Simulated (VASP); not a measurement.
# Ag in VASP: single point with PBE

Aim: the single point of Ag with PBE.

Program: VASP 6.6.1. These are calculated values, not measurements. Logs are shortened: lines on timing, memory, paths and dates and some standing lists are left out, and cuts for length are marked.

### Step 1. The cell of the first run

The cell holds a slab with vacuum, 7 atoms: a = 2.889 Å, b = 2.889 Å, c = 52.109 Å, α = 90.00°, β = 90.00°, γ = 120.00°.

### Step 2. Single point, PBE

INCAR

```
SYSTEM = Ag
  ALGO = Normal
  DIPOL = 0.5 0.5 0.309
  EDIFF = 1E-6
  ENCUT = 400
  GGA = PE
  GGA_COMPAT = .FALSE.
  IDIPOL = 3
  ISIF = 2
  ISMEAR = 0
  LASPH = .TRUE.
  LCHARG = .FALSE.
  LDIPOL = .TRUE.
  LREAL = .FALSE.
  LWAVE = .FALSE.
  NBANDS = 48
  NELM = 120
  NELMDL = -8
  PREC = Accurate
  SIGMA = 0.1
```

KPOINTS

```
k-points
0
G
  16 16 1
  0 0 0
```

POSCAR

```
Ag
1.0
    2.8892383079      0.0000000000      0.0000000000
   -1.4446191540      2.5021537722      0.0000000000
    0.0000000000      0.0000000000     52.1086384046
Ag
7
Direct
    0.0000000000      0.0000000000      0.1696782639
    0.3333333333      0.6666666667      0.2160702603
    0.6666666667      0.3333333333      0.2622162437
    0.0000000000      0.0000000000      0.3085315620
    0.3333333333      0.6666666667      0.3548468803
    0.6666666667      0.3333333333      0.4009928637
    0.0000000000      0.0000000000      0.4473848601
```

Potentials or basis: VASP PAW PBE potentials, release 64 (Ag).

Launch:

```bash
cat potpaw_PBE.64/Ag/POTCAR > POTCAR
mpirun -np 1 vasp_std > vasp.out
```

OUTCAR:

```text
SYSTEM = Ag
   EDIFF = 1E-6
   ENCUT = 400
   GGA = PE
   ISIF = 2
   ISMEAR = 0
   LASPH = .TRUE.
   LREAL = .FALSE.
   NELM = 120
   NELMDL = -8
   PREC = Accurate

 ion  position               nearest neighbor table
   1  0.000  0.000  0.170-   2 2.94   2 2.94   2 2.94
   2  0.333  0.667  0.216-   3 2.93   3 2.93   3 2.93   1 2.94   1 2.94   1 2.94
   3  0.667  0.333  0.262-   2 2.93   2 2.93   2 2.93   4 2.93   4 2.93   4 2.93
   4  0.000  0.000  0.309-   3 2.93   5 2.93   3 2.93   3 2.93   5 2.93   5 2.93
   5  0.333  0.667  0.355-   6 2.93   6 2.93   6 2.93   4 2.93   4 2.93   4 2.93
   6  0.667  0.333  0.401-   5 2.93   5 2.93   5 2.93   7 2.94   7 2.94   7 2.94
   7  0.000  0.000  0.447-   6 2.94   6 2.94   6 2.94

  LATTYP: Found a hexagonal cell.
 ALAT       =     2.8892383079
 C/A-ratio  =    18.0354241677

  Lattice vectors:

 A1 = (   2.8892383079,   0.0000000000,   0.0000000000)
 A2 = (  -1.4446191540,   2.5021537722,   0.0000000000)
 A3 = (   0.0000000000,   0.0000000000,  52.1086384046)

Analysis of symmetry for initial positions (statically):
=====================================================================
 Subroutine PRICEL returns:
 Original cell was already a primitive cell.

 Routine SETGRP: Setting up the symmetry group for a
 hexagonal supercell.

 Subroutine GETGRP returns: Found 12 space group operations
 (whereof  6 operations were pure point group operations)
 out of a pool of 24 trial point group operations.

The static configuration has the point symmetry C_3v.
 The point group associated with its full space group is D_3d.

Analysis of symmetry for dynamics (positions and initial velocities):
=====================================================================
 Subroutine PRICEL returns:
 Original cell was already a primitive cell.

 Routine SETGRP: Setting up the symmetry group for a
 hexagonal supercell.

 Subroutine GETGRP returns: Found 12 space group operations
 (whereof  6 operations were pure point group operations)
 out of a pool of 24 trial point group operations.

The dynamic configuration has the point symmetry C_3v.
 The point group associated with its full space group is D_3d.

 Subroutine INISYM returns: Found 12 space group operations
 (whereof  6 operations are pure point group operations),
 and found     1 'primitive' translations

----------------------------------------------------------------------------------------

                                     Primitive cell

[... 112 lines left out ...]
   NUPDOWN=      -1.0000    fix difference up-down
   EMIN   =  10.00;   EMAX   =-10.00  energy-range for DOS
   EFERMI =   0.00;   METHOD = LEGACY
   ISMEAR =     0;   SIGMA  =   0.10  broadening in eV -4-tet -1-fermi 0-gaus
   EFERMI_NEDOS =   21; number of points for ismear=-14 and -15
   IALGO  =     38    algorithm
   IMIX   =      4    mixing-type and parameters
     AMIX     =   0.40;   BMIX     =  1.00
     AMIX_MAG =   1.60;   BMIX_MAG =  1.00
  volume/ion in A,a.u.               =      53.82       363.17
  Fermi-wavevector in a.u.,A,eV,Ry     =   0.964353  1.822363 12.653102  0.929977
  Thomas-Fermi vector in A             =   2.093977
   LORBIT       =      0    0 simple, 1 ext, 2 COOP (PROOUT), +10 PAW based schemes
   GGA     = PE    functional components
   LHFCALC =     F    Hartree Fock is set to
   AEXX    =    0.0000 exact exchange contribution
   IVDW    =     0    specifies the selected vdW correction
   LEPSILON=     F    determine dielectric tensor
   LRPA    =     F    only Hartree local field effects (RPA)
 non-spin polarized calculation
 Gauss-broadening in eV      SIGMA  =   0.10
  energy-cutoff  :      400.00
  volume of cell :      376.71
 maximum number of plane-waves:      6897
 NGX is ok and might be reduce to    20
   NGX =  9   NGY =  9   NGZ =169

 dipolmoment           0.000000      0.000000     -0.000001 electrons x Angstroem

 number of electron      77.0000002 magnetization

 dipolmoment           0.000000      0.000000      0.000001 electrons x Angstroem

 Free energy of the ion-electron system (eV)
  ---------------------------------------------------
  ext. energy  EPLUGINS =         0.00000000
  ---------------------------------------------------
  free energy    TOTEN  =       -18.32769809 eV

  energy without entropy =      -18.31348681  energy(sigma->0) =      -18.32059245

 E-fermi :  -0.3872     XC(G=0):  -4.2618

 val. band max:       -0.3960089668   @ k =   0.3750   0.1250   0.0000
 cond. band min:      -0.3602780795   @ k =   0.0000   0.0000   0.0000
 fundamental gap:      0.0357308873
 Fermi energy:        -0.3871563224

 k-point     1 :       0.0000    0.0000    0.0000
  band No.  band energies     occupation
      1      -7.8246      2.00000
      2      -7.4659      2.00000
      3      -6.9489      2.00000
      4      -6.5998      2.00000
      5      -6.5940      2.00000
      6      -6.4315      2.00000
[... 1213 lines left out ...]
     47       7.1483      0.00000
     48       7.4269      0.00000

 [... further k-points ...]

------------------------ aborting loop because EDIFF is reached ----------------------------------------

 vacuum level on the upper side and lower side of the slab       (xc-potential included)        -0.133        -0.133

  FORCE on cell =-STRESS in cart. coord.  units (eV):
  Direction    XX          YY          ZZ          XY          YZ          ZX
  --------------------------------------------------------------------------------------
  -------------------------------------------------------------------------------------
  Total        1.2312027      1.2312027     -0.3710828     -0.0000000      0.0000000      0.0000000
  in kB        5.2364030      5.2364030     -1.5782445     -0.0000000      0.0000000      0.0000000
  external PRESSURE =       2.9648538 kB  Pullay stress =       0.0000000 kB

 VOLUME and BASIS-vectors are now :
 -----------------------------------------------------------------------------
  energy-cutoff  :      400.00
  volume of cell :      376.71
      direct lattice vectors                 reciprocal lattice vectors
     2.889238308  0.000000000  0.000000000     0.346111983  0.199827847  0.000000000
    -1.444619154  2.502153772  0.000000000     0.000000000  0.399655693  0.000000000
     0.000000000  0.000000000 52.108638405     0.000000000  0.000000000  0.019190676

 POSITION                                       TOTAL-FORCE (eV/Angst)
 -----------------------------------------------------------------------------------
      0.00000      0.00000      8.84170         0.000000      0.000000      0.004400
     -0.00000      1.66810     11.25913        -0.000000     -0.000000     -0.001077
      1.44462      0.83405     13.66373        -0.000000     -0.000000      0.000603
      0.00000      0.00000     16.07716         0.000000     -0.000000      0.000000
     -0.00000      1.66810     18.49059         0.000000      0.000000     -0.000603
      1.44462      0.83405     20.89519        -0.000000      0.000000      0.001077
      0.00000      0.00000     23.31262         0.000000     -0.000000     -0.004400
 -----------------------------------------------------------------------------------
    total drift:                               -0.000000      0.000000      0.000119

  FREE ENERGIE OF THE ION-ELECTRON SYSTEM (eV)
  ---------------------------------------------------
  free  energy   TOTEN  =       -18.3276980865 eV

  energy  without entropy=      -18.3134868127  energy(sigma->0) =      -18.32059245

 vacuum level on the upper side and lower side of the slab         3.960         3.960
```

stdout:

```text
POSCAR found type information on POSCAR Ag
 POSCAR found :  1 types and       7 ions
 scaLAPACK will be used
 LDA part: xc-table for (Slater+PW92), standard interpolation
 -----------------------------------------------------------------------------
|                                                                             |
|           W    W    AA    RRRRR   N    N  II  N    N   GGGG   !!!           |
|           W    W   A  A   R    R  NN   N  II  NN   N  G    G  !!!           |
|           W    W  A    A  R    R  N N  N  II  N N  N  G       !!!           |
|           W WW W  AAAAAA  RRRRR   N  N N  II  N  N N  G  GGG   !            |
|           WW  WW  A    A  R   R   N   NN  II  N   NN  G    G                |
|           W    W  A    A  R    R  N    N  II  N    N   GGGG   !!!           |
|                                                                             |
|     One of the lattice vectors is very long (>50 A), but AMIN is rather     |
|     large. This can spoil convergence since charge sloshing might occur     |
|     along the long lattice vector. If problems with convergence are         |
|     observed, try to decrease AMIN to a smaller value (e.g. 0.01).          |
|     Note: This warning only applies if the self-consistency cycle is        |
|     used.                                                                   |
|                                                                             |
 -----------------------------------------------------------------------------

 POSCAR, INCAR and KPOINTS ok, starting setup
 FFT: planning ... GRIDC
 FFT: planning ... GRID_SOFT
 FFT: planning ... GRID
 WAVECAR not read
 entering main loop
```

Wall time 21 min (1 thread of Oxide Virtual Turin-like, shared host); peak memory 0.46 GiB.

What came out:

| Quantity | Value |
| --- | --- |
| Free energy | -18.3277 eV |
| Largest force | 0.004 eV/Å |
| Band gap on the k mesh | zero (an odd number of electrons rules out a gap without spin polarisation) |

Forces in eV/Å, atoms in the order of the input:
```
Ag   0.000  0.000  0.004
Ag   0.000  0.000 -0.001
Ag   0.000  0.000  0.001
Ag   0.000  0.000  0.000
Ag   0.000  0.000 -0.001
Ag   0.000  0.000  0.001
Ag   0.000  0.000 -0.004
```

Levels at points of the mesh, in eV from the Fermi level:
| k point | band 37 | band 38 | band 39 | band 40 | band 41 | band 42 |
| --- | --- | --- | --- | --- | --- | --- |
| (0.00, 0.00, 0.00) | -3.08 | -3.08 | -2.98 | -2.98 | -2.00 | -0.46 |
| (0.50, 0.00, 0.00) | 0.41 | 0.86 | 1.19 | 1.43 | 1.61 | 1.68 |

The gap in the log of VASP goes by the Fermi energy; the results here count the filled bands.